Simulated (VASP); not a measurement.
Runs of VASP 6.6.1 on Rb. The structure is that of space group I4/mmm (No. 139), or close to it. The cells are those of the table. 

```csv
cell,gap on the mesh (eV),pressure (GPa)
"a = 4.914 Å, angles 107.5, 107.5, 113.4°, 1 atom",none,0.0
"a = 5.010 Å, angles 107.5, 107.5, 113.4°, 1 atom",none,-0.1
"a = 4.796 Å, angles 106.6, 107.7, 114.3°, 1 atom",none,0.3
"a = 5.073 Å, angles 107.5, 107.5, 113.4°, 1 atom",none,(a)
"a = 4.709 Å, angles 107.5, 107.5, 113.4°, 1 atom",none,0.5
"a = 4.762 Å, angles 107.5, 107.5, 113.4°, 1 atom",none,0.3
"a = 4.992 Å, angles 107.4, 107.4, 113.7°, 1 atom",none,-0.1
```

Alike in all rows: task single point; level PBE; potentials or basis VASP PAW PBE potentials, release 64 (Rb_sv); no spin polarisation; k mesh 10 × 10 × 10; cutoff (eV) 520; smearing gaussian 0.1 eV.

Q: Fill in the values left out.

A: (a) -0.2.

A k mesh can miss the band edges, and the runs leave out spin-orbit coupling on Rb.

A gap of «none» marks levels without a gap at the run's occupations.
